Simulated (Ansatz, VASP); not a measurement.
## Two plane-wave programs on SiGe

The input INCAR:

```
SYSTEM = SiGe
PREC     = Accurate       ! precision mode
ENCUT    = 520            ! plane-wave cutoff, eV
EDIFF    = 1E-6           ! SCF threshold, eV
ISMEAR   = 0              ! smearing method
SIGMA    = 0.03           ! smearing width, eV
LREAL    = .FALSE.        ! projectors in reciprocal space
LASPH    = .TRUE.         ! aspherical terms in the spheres
NELM     = 80             ! most SCF steps
ALGO     = Normal         ! electronic algorithm
ISIF     = 2              ! what is computed and relaxed
LWAVE    = .FALSE.        ! write WAVECAR
LCHARG   = .FALSE.        ! write CHGCAR
GGA      = PS             ! functional
NBANDS   = 26             ! bands
```

File KPOINTS:

```
Automatic mesh
0
G
  12 12 6
  0 0 0
```

The input POSCAR:

```
SiGe
1.0
    3.9662696951      0.0000000000      0.0000000000
   -1.9831348475      3.4348903142      0.0000000000
    0.0000000000      0.0000000000      5.9819279541
Si Ge
2 2
Direct
    0.6666666667      0.3333333333      0.8745463082
    0.3333333333      0.6666666667      0.3745463082
    0.6666666667      0.3333333333      0.5004526918
    0.3333333333      0.6666666667      0.0004526918
```

Input for Ansatz:

```yaml
crystal:
  lattice:
    - [3.9662696951, 0.0, 0.0]
    - [-1.9831348475, 3.4348903142, 0.0]
    - [0.0, 0.0, 5.9819279541]
  atoms:
    - { symbol: Si, position: [0.6666666667, 0.3333333333, 0.8745463082] }
    - { symbol: Si, position: [0.3333333333, 0.6666666667, 0.3745463082] }
    - { symbol: Ge, position: [0.6666666667, 0.3333333333, 0.5004526918] }
    - { symbol: Ge, position: [0.3333333333, 0.6666666667, 0.0004526918] }
basis:
  ecutwfc: 420
kpoints:
  mp_grid: { grid: [12, 12, 6] }
hamiltonian:
  xc: pbesol
  pseudopotentials: { kind: paw, azcp: { folder: soft_1 } }
scf:
  occupations: { method: gaussian, width: 0.03 }
output:
  forces: true
  stress: true
  eigenvalues: true
```

Alike in both runs: task single point; functional PBEsol; k mesh 12 × 12 × 6; occupations gaussian, width 0.03 eV; no spin polarisation.

|  | VASP | Ansatz |
| --- | --- | --- |
| version | VASP 6.6.1 | Ansatz 0.2.0 |
| potentials or method | VASP PAW PBE potentials, release 64 (Si, Ge_d), cutoff 520 eV | scalar-relativistic, plane waves, PAW |
| valence electrons in the cell | 36 | 36 |

```csv
,VASP,Ansatz,Ansatz less VASP
gap on the k mesh at the Fermi level (eV),none,none,-
pressure (GPa),5.0,5.0,+0.02
"traceless stress, the component that is largest in VASP (GPa)",15.81,15.80,-0.002
rms of the force components (eV/Å),0.801,0.805,+0.0037
```

VASP's potentials were made for PBE, not for PBEsol, and Ansatz warns of the same on its side. Atom by atom the forces differ by 0.004 eV/Å (rms over components). A gap of «none» marks a metal or a gap that the smearing closes. With one functional, cell and mesh, what is left measures potentials, basis and numerics.
